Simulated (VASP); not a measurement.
# TiO: single point with PBEsol

Crystal: TiO.

```
Ti O
1.0
     2.78894    0.00000    0.00000
    -1.39447    2.41529    0.00000
     0.00000    0.00000    2.79379
Ti O
1 1
Direct
  0.66667 0.33333 0.00000
  0.00000 0.00000 0.50000
```

```yaml
Program: VASP 6.6.1
Task: single point
Functional: PBEsol
Potentials_or_basis: VASP PAW PBE potentials, release 64 (Ti_sv, O)
Cutoff: 520 eV
k_mesh: 18 × 18 × 14
Occupations: gaussian, width 0.1 eV
Spin: no spin polarisation
```

```json
{"Pressure": "0.7 GPa", "Band gap on the k mesh": "zero (band 9 reaches 11.73 eV, above the bottom of band 10 at 11.63 eV)"}
```

Stress tensor (GPa, compression positive):
```
0.62 0.00 0.00
0.00 0.62 0.00
0.00 0.00 0.90
```

Levels at points of the mesh, in eV from the Fermi level:
| k point | band 5 | band 6 | band 7 | band 8 | band 9 | band 10 | band 11 | band 12 | band 13 | band 14 |
| --- | --- | --- | --- | --- | --- | --- | --- | --- | --- | --- |
| (0.00, 0.00, 0.00) | -22.04 | -5.79 | -5.79 | -5.51 | -3.07 | 1.73 | 1.73 | 1.74 | 2.17 | 2.17 |
| (0.50, 0.00, 0.00) | -20.64 | -9.20 | -6.65 | -5.50 | -2.57 | 1.66 | 2.06 | 2.86 | 3.07 | 6.50 |
| (0.00, 0.00, 0.50) | -20.66 | -9.52 | -5.42 | -5.42 | 0.00 | 0.00 | 0.86 | 1.94 | 1.94 | 6.99 |
| (0.50, 0.00, 0.50) | -20.81 | -8.20 | -8.08 | -6.80 | -0.75 | 1.85 | 3.04 | 3.16 | 3.68 | 8.61 |

It took 53 s on 1 thread of Intel(R) Xeon(R) Platinum 8488C (Sapphire Rapids) (shared host), peak memory 0.21 GiB.

Caveat: the PAW data sets were made with another functional, which shifts forces and pressure a little; semilocal functionals often make such compounds metallic where correlation or magnetic order opens a gap, which also shifts bond lengths.
